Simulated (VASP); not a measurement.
Nb: single point with PBE

Crystal: Nb.

```
Nb
1.0
    -1.74715    1.74715    1.74715
     1.74715   -1.74715    1.74715
     1.74715    1.74715   -1.74715
Nb
1
Cartesian
  0.0000 0.0000 0.0000
```

This cell differs from its parent crystal: strain +0.050 along x and y, +0.050 along z.

```json
{"Program": "VASP 6.6.1", "Task": "single point", "Functional": "PBE", "Potentials or basis": "VASP PAW PBE potentials, release 64 (Nb_sv)", "Cutoff": "520 eV", "k mesh": "20 × 20 × 20", "Occupations": "gaussian, width 0.15 eV", "Spin": "no spin polarisation", "Dipole correction": "no", "Further INCAR settings": "ALGO = Fast; EDIFF = 1e-06; NBANDS = 12"}
```

```yaml
Pressure: -20.4 GPa
```

Levels at points of the mesh, in eV from the Fermi level:
```csv
k point,band 4,band 5,band 6,band 7,band 8,band 9
"(0.00, 0.00, 0.00)",-30.23,-5.57,0.37,0.37,0.37,2.75
"(0.50, 0.00, 0.00)",-30.23,-3.09,-1.24,1.60,2.70,3.25
"(0.50, 0.50, 0.50)",-30.78,-2.86,-2.86,4.51,4.51,4.51
```

Run time: 63 s on 1 thread of Intel(R) Xeon(R) Platinum 8488C (Sapphire Rapids) (shared host), peak memory 0.18 GiB.

Caveat: the cell differs from its parent crystal (strain +0.050 along x and y, +0.050 along z).
